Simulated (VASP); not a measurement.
# TaSi2 (P6_222) in VASP: relaxation of cell and atoms with PBE

Aim: the relaxation of cell and atoms of TaSi2 with PBE.

Everything below comes from runs of VASP 6.6.1. Logs are shortened: lines on timing, memory, paths and dates and some standing lists are left out, and cuts for length are marked.

## (1) The cell of the first run

It takes space group P6_222 (No. 180, hexagonal). Conventional cell: a = 4.804 Å, b = 4.804 Å, c = 6.608 Å, α = 90.00°, β = 90.00°, γ = 120.00°. Within 3.5 Å of Ta (site symmetry 222) lie 10 Si at 2.62 to 2.84 Å and 4 Ta at 3.26 Å. Si (site symmetry 2) has 9 Si at 2.57 to 3.34 Å and 5 Ta at 2.62 to 2.84 Å within 3.4 Å.

## (2) Relaxation of cell and atoms, PBE

The input, INCAR:

```
PREC = Accurate
ENCUT = 600
EDIFF = 1E-7
ISMEAR = 0
SIGMA = 0.1
LREAL = F
LASPH = T
NELM = 80
ALGO = Fast
ISIF = 3
LWAVE = F
LCHARG = F
GGA = PE
IBRION = 2
NSW = 100
EDIFFG = -0.01
```

The input, KPOINTS:

```
regular mesh
0
Gamma
  6 6 6
```

The input, POSCAR:

```
TaSi2
1.0
    4.8043645057      0.0000000000      0.0000000000
   -2.4021822529      4.1607017110      0.0000000000
    0.0000000000      0.0000000000      6.6079302312
Ta Si
3 6
Direct
    0.5000000000      0.0000000000      0.5000000000
    0.5000000000      0.5000000000      0.8333333333
    0.0000000000      0.5000000000      0.1666666667
    0.1592894669      0.3185789338      0.5000000000
    0.8407105331      0.1592894669      0.8333333333
    0.6814210662      0.8407105331      0.1666666667
    0.8407105331      0.6814210662      0.5000000000
    0.1592894669      0.8407105331      0.8333333333
    0.3185789338      0.1592894669      0.1666666667
```

Potentials or basis: VASP PAW PBE potentials, release 64 (Ta_pv, Si).

On the command line:

```sh
$ cat potpaw_PBE.64/Ta_pv/POTCAR potpaw_PBE.64/Si/POTCAR > POTCAR
$ mpirun -np 1 vasp_std > vasp.out
```

OUTCAR:

```text
PREC = Accurate
   ENCUT = 600
   EDIFF = 1E-7
   ISMEAR = 0
   LREAL = F
   LASPH = T
   NELM = 80
   ISIF = 3
   GGA = PE
   IBRION = 2
   NSW = 100
   EDIFFG = -0.01

 ion  position               nearest neighbor table
   1  0.500  0.000  0.500-   5 2.62   8 2.62   6 2.62   9 2.62   4 2.74   7 2.74   7 2.74   4 2.74
                             4 2.84   7 2.84   3 3.26   3 3.26   2 3.26   2 3.26
   2  0.500  0.500  0.833-   4 2.62   7 2.62   6 2.62   9 2.62   8 2.74   5 2.74   8 2.74   5 2.74
                             8 2.84   5 2.84   1 3.26   1 3.26   3 3.26   3 3.26
   3  0.000  0.500  0.167-   4 2.62   7 2.62   5 2.62   8 2.62   9 2.74   6 2.74   9 2.74   6 2.74
                             6 2.84   9 2.84   1 3.26   1 3.26   2 3.26   2 3.26
   4  0.159  0.319  0.500-   5 2.57   9 2.57   2 2.62   3 2.62   7 2.65   1 2.74   1 2.74   1 2.84
                             7 2.84   7 2.84
   5  0.841  0.159  0.833-   4 2.57   6 2.57   1 2.62   3 2.62   8 2.65   2 2.74   2 2.74   2 2.84
                             8 2.84   8 2.84
   6  0.681  0.841  0.167-   7 2.57   5 2.57   1 2.62   2 2.62   9 2.65   3 2.74   3 2.74   3 2.84
                             9 2.84   9 2.84
   7  0.841  0.681  0.500-   8 2.57   6 2.57   2 2.62   3 2.62   4 2.65   1 2.74   1 2.74   1 2.84
                             4 2.84   4 2.84
   8  0.159  0.841  0.833-   7 2.57   9 2.57   1 2.62   3 2.62   5 2.65   2 2.74   2 2.74   2 2.84
                             5 2.84   5 2.84
   9  0.319  0.159  0.167-   4 2.57   8 2.57   1 2.62   2 2.62   6 2.65   3 2.74   3 2.74   3 2.84
                             6 2.84   6 2.84

  LATTYP: Found a hexagonal cell.
 ALAT       =     4.8043645057
 C/A-ratio  =     1.3754015174

  Lattice vectors:

 A1 = (   4.8043645057,   0.0000000000,   0.0000000000)
 A2 = (  -2.4021822529,   4.1607017110,   0.0000000000)
 A3 = (   0.0000000000,   0.0000000000,   6.6079302312)

Analysis of symmetry for initial positions (statically):
=====================================================================
 Subroutine PRICEL returns:
 Original cell was already a primitive cell.

 Routine SETGRP: Setting up the symmetry group for a
 hexagonal supercell.

 Subroutine GETGRP returns: Found 12 space group operations
 (whereof  4 operations were pure point group operations)
 out of a pool of 24 trial point group operations.

The static configuration has the point symmetry D_2 .
 The point group associated with its full space group is D_6 .

Analysis of symmetry for dynamics (positions and initial velocities):
=====================================================================
 Subroutine PRICEL returns:
 Original cell was already a primitive cell.

 Routine SETGRP: Setting up the symmetry group for a
 hexagonal supercell.

 Subroutine GETGRP returns: Found 12 space group operations
 (whereof  4 operations were pure point group operations)
 out of a pool of 24 trial point group operations.

The dynamic configuration has the point symmetry D_2 .
 The point group associated with its full space group is D_6 .

 Subroutine INISYM returns: Found 12 space group operations
 (whereof  4 operations are pure point group operations),
 and found     1 'primitive' translations

----------------------------------------------------------------------------------------

                                     Primitive cell

  volume of cell :     132.0894

  direct lattice vectors                    reciprocal lattice vectors
     4.804364506  0.000000000  0.000000000     0.208144074  0.120172037  0.000000000
    -2.402182253  4.160701711  0.000000000     0.000000000  0.240344074  0.000000000
     0.000000000  0.000000000  6.607930231     0.000000000  0.000000000  0.151333317

  length of vectors
     4.804364506  4.804364506  6.607930231     0.240344074  0.240344074  0.151333317

  position of ions in fractional coordinates (direct lattice)
     0.500000000  0.000000000  0.500000000
     0.500000000  0.500000000  0.833333333
     0.000000000  0.500000000  0.166666667
     0.159289467  0.318578934  0.500000000
     0.840710533  0.159289467  0.833333333
     0.681421066  0.840710533  0.166666667
     0.840710533  0.681421066  0.500000000
     0.159289467  0.840710533  0.833333333
     0.318578934  0.159289467  0.166666667

  ion indices of the primitive-cell ions
   primitive index   ion index
                 1           1
                 2           2
                 3           3
                 4           4
                 5           5
                 6           6
                 7           7
                 8           8
                 9           9

----------------------------------------------------------------------------------------

 KPOINTS: regular mesh

Automatic generation of k-mesh.
 Grid dimensions read from file:
 generate k-points for:    6    6    6

 Generating k-lattice:

  Cartesian coordinates                     Fractional coordinates (reciprocal lattice)
     0.034690679  0.020028673  0.000000000     0.166666667 -0.000000000  0.000000000
     0.000000000  0.040057346  0.000000000     0.000000000  0.166666667  0.000000000
     0.000000000  0.000000000  0.025222219     0.000000000  0.000000000  0.166666667

  Length of vectors
     0.040057346  0.040057346  0.025222219

  Shift w.r.t. Gamma in fractional coordinates (k-lattice)
     0.000000000  0.000000000  0.000000000

 Subroutine IBZKPT returns following result:
 ===========================================

 Found     28 irreducible k-points:

 Following reciprocal coordinates:
            Coordinates               Weight
  0.000000  0.000000  0.000000      1.000000
  0.166667 -0.000000  0.000000      6.000000
  0.333333 -0.000000  0.000000      6.000000
  0.500000  0.000000  0.000000      3.000000
  0.166667  0.166667  0.000000      6.000000
  0.333333  0.166667  0.000000     12.000000
[... 16 lines left out ...]
  0.166667 -0.000000  0.500000      6.000000
  0.333333 -0.000000  0.500000      6.000000
 [... further k-points ...]
   k-points           NKPTS =     28   k-points in BZ     NKDIM =     28   number of bands    NBANDS=     34
   number of dos      NEDOS =    301   number of ions     NIONS =      9
   total plane-waves  NPLWV =  86400
   dimension x,y,z NGX =    40 NGY =   40 NGZ =   54
   dimension x,y,z NGXF=    80 NGYF=   80 NGZF=  108
   ions per type =               3   6
   NGX,Y,Z   is equivalent  to a cutoff of  13.84, 13.84, 13.59 a.u.
   NGXF,Y,Z  is equivalent  to a cutoff of  27.68, 27.68, 27.17 a.u.
 SYSTEM =  unknown system
   PREC   = accura    normal or accurate (medium, high low for compatibility)
   ISTART =      0    job   : 0-new  1-cont  2-samecut
   ICHARG =      2    charge: 1-file 2-atom 10-const
   ISPIN  =      1    spin polarized calculation?
   LNONCOLLINEAR =      F non collinear calculations
   LSORBIT =      F    spin-orbit coupling
   LASPH  =      T    aspherical Exc in radial PAW
   ENCUT  =  600.0 eV  44.10 Ry    6.64 a.u.   9.60  9.60 13.20*2*pi/ulx,y,z
   NELM   =     80;   NELMIN=  2; NELMDL= -5     # of ELM steps
   EDIFF  = 0.1E-06   stopping-criterion for ELM
   LREAL  =      F    real-space projection
   EDIFFG = -.1E-01   stopping-criterion for IOM
   NSW    =    100    number of steps for IOM
   IBRION =      2    ionic relax: 0-MD 1-quasi-New 2-CG
   NFREE  =      1    steps in history (QN), initial steepest desc. (CG)
   ISIF   =      3    stress and relaxation
   ISYM   =      2    0-nonsym 1-usesym 2-fastsym
   POTIM  = 0.5000    time-step for ionic-motion
   TEBEG  =    0.0;   TEEND  =   0.0 temperature during run
   PSTRESS=    0.0 pullay stress
   NELECT =      57.0000    total number of electrons
   NUPDOWN=      -1.0000    fix difference up-down
   EMIN   =  10.00;   EMAX   =-10.00  energy-range for DOS
   EFERMI =   0.00;   METHOD = LEGACY
   ISMEAR =     0;   SIGMA  =   0.10  broadening in eV -4-tet -1-fermi 0-gaus
   EFERMI_NEDOS =   21; number of points for ismear=-14 and -15
   IALGO  =     68    algorithm
   IMIX   =      4    mixing-type and parameters
     AMIX     =   0.40;   BMIX     =  1.00
     AMIX_MAG =   1.60;   BMIX_MAG =  1.00
  volume/ion in A,a.u.               =      14.68        99.04
  Fermi-wavevector in a.u.,A,eV,Ry     =   1.237116  2.337810 20.823121  1.530456
  Thomas-Fermi vector in A             =   2.371697
   LORBIT       =      0    0 simple, 1 ext, 2 COOP (PROOUT), +10 PAW based schemes
   GGA     = PE    functional components
   LHFCALC =     F    Hartree Fock is set to
   AEXX    =    0.0000 exact exchange contribution
   IVDW    =     0    specifies the selected vdW correction
   LEPSILON=     F    determine dielectric tensor
   LRPA    =     F    only Hartree local field effects (RPA)
 conjugate gradient relaxation of ions
 non-spin polarized calculation
 RMM-DIIS sequential band-by-band and
 Gauss-broadening in eV      SIGMA  =   0.10
  energy-cutoff  :      600.00
  volume of cell :      132.09
 maximum number of plane-waves:      4478
 NGX is ok and might be reduce to    40
   NGX = 19   NGY = 19   NGZ = 27

--------------------------------------- Ionic step        1  -------------------------------------------

 number of electron      56.9999998 magnetization

 Free energy of the ion-electron system (eV)
  ---------------------------------------------------
  ext. energy  EPLUGINS =         0.00000000
  ---------------------------------------------------
  free energy    TOTEN  =       -72.25931174 eV

  energy without entropy =      -72.23517301  energy(sigma->0) =      -72.24724238

------------------------ aborting loop because EDIFF is reached ----------------------------------------

  FORCE on cell =-STRESS in cart. coord.  units (eV):
  Direction    XX          YY          ZZ          XY          YZ          ZX
  --------------------------------------------------------------------------------------
  -------------------------------------------------------------------------------------
  Total        0.0474663      0.0474663     -0.3512123     -0.0000000     -0.0000000      0.0000000
  in kB        0.5757420      0.5757420     -4.2600267     -0.0000000     -0.0000000      0.0000000
  external PRESSURE =      -1.0361809 kB  Pullay stress =       0.0000000 kB
[... 157 lines left out ...]
  energy  without entropy=      -72.2362432039  energy(sigma->0) =      -72.24809187

--------------------------------------- Ionic step        5  -------------------------------------------

 number of electron      56.9999998 magnetization

 Free energy of the ion-electron system (eV)
  ---------------------------------------------------
  ext. energy  EPLUGINS =         0.00000000
  ---------------------------------------------------
  free energy    TOTEN  =       -72.25996309 eV

  energy without entropy =      -72.23620377  energy(sigma->0) =      -72.24808343

 E-fermi :   9.2319     XC(G=0): -12.0104

 val. band max:        9.2311684958   @ k =   0.1667  -0.0000   0.3333
 cond. band min:       9.2333693738   @ k =   0.3333   0.1667   0.3333
 fundamental gap:      0.0022008781
 Fermi energy:         9.2319384094

 k-point     1 :       0.0000    0.0000    0.0000
  band No.  band energies     occupation
      1     -25.2043      2.00000
      2     -25.1990      2.00000
      3     -25.1990      2.00000
      4     -25.1334      2.00000
      5     -25.1334      2.00000
      6     -25.0459      2.00000
[... 877 lines left out ...]
     33      11.3679      0.00000
     34      11.9175      0.00000

 [... further k-points ...]

------------------------ aborting loop because EDIFF is reached ----------------------------------------

  FORCE on cell =-STRESS in cart. coord.  units (eV):
  Direction    XX          YY          ZZ          XY          YZ          ZX
  --------------------------------------------------------------------------------------
  -------------------------------------------------------------------------------------
  Total       -0.0572959     -0.0572959      0.0346224      0.0000000      0.0000000      0.0000000
  in kB       -0.6950292     -0.6950292      0.4199873      0.0000000      0.0000000      0.0000000
  external PRESSURE =      -0.3233570 kB  Pullay stress =       0.0000000 kB
[... 24 lines left out ...]
  FREE ENERGIE OF THE ION-ELECTRON SYSTEM (eV)
  ---------------------------------------------------
  free  energy   TOTEN  =       -72.2599630943 eV

  energy  without entropy=      -72.2362037672  energy(sigma->0) =      -72.24808343

 reached required accuracy - stopping structural energy minimisation
```

Wall time 15 min (1 thread of Oxide Virtual Turin-like, shared host); peak memory 0.34 GiB.

What came out:

| Quantity | Value |
| --- | --- |
| Free energy | -72.2600 eV |
| Energy gained by relaxing | 0.1 meV/atom |
| Ionic steps | 5 |
| Pressure after relaxing | 0.0 GPa |
| Largest force after relaxing | 0.008 eV/Å |
| Band gap on the k mesh | zero (an odd number of electrons rules out a gap without spin polarisation) |

Forces in eV/Å, atoms in the order of the input:
```
Ta   0.000  0.000  0.000
Ta   0.000  0.000  0.000
Ta   0.000  0.000  0.000
Si   0.000 -0.008  0.000
Si   0.007 -0.004  0.000
Si   0.007  0.004  0.000
Si   0.000  0.008  0.000
Si  -0.007  0.004  0.000
Si  -0.007 -0.004  0.000
```

Step by step:
| step | energy change (eV) | largest force (eV/Å) | pressure (GPa) | volume (Å³) |
| --- | --- | --- | --- | --- |
| 1 | 0.0000 | 0.0368 | -0.10 | 132.09 |
| 2 | -0.0005 | 0.0225 | 0.20 | 131.91 |
| 3 | -0.0005 | 0.0243 | 0.17 | 131.93 |
| 4 | -0.0006 | 0.0018 | -0.11 | 132.13 |
| 5 | -0.0007 | 0.0078 | -0.03 | 132.08 |

Final structure:
```
CELL_PARAMETERS angstrom
4.80803 0.00000 0.00000
-2.40402 4.16388 0.00000
0.00000 0.00000 6.59730
ATOMIC_POSITIONS crystal
Ta 0.50000 0.00000 0.50000
Ta 0.50000 0.50000 0.83333
Ta 0.00000 0.50000 0.16667
Si 0.15893 0.31786 0.50000
Si 0.84107 0.15893 0.83333
Si 0.68214 0.84107 0.16667
Si 0.84107 0.68214 0.50000
Si 0.15893 0.84107 0.83333
Si 0.31786 0.15893 0.16667
```

Caveat: spin-orbit coupling is left out, which moves the levels of the heavy elements.
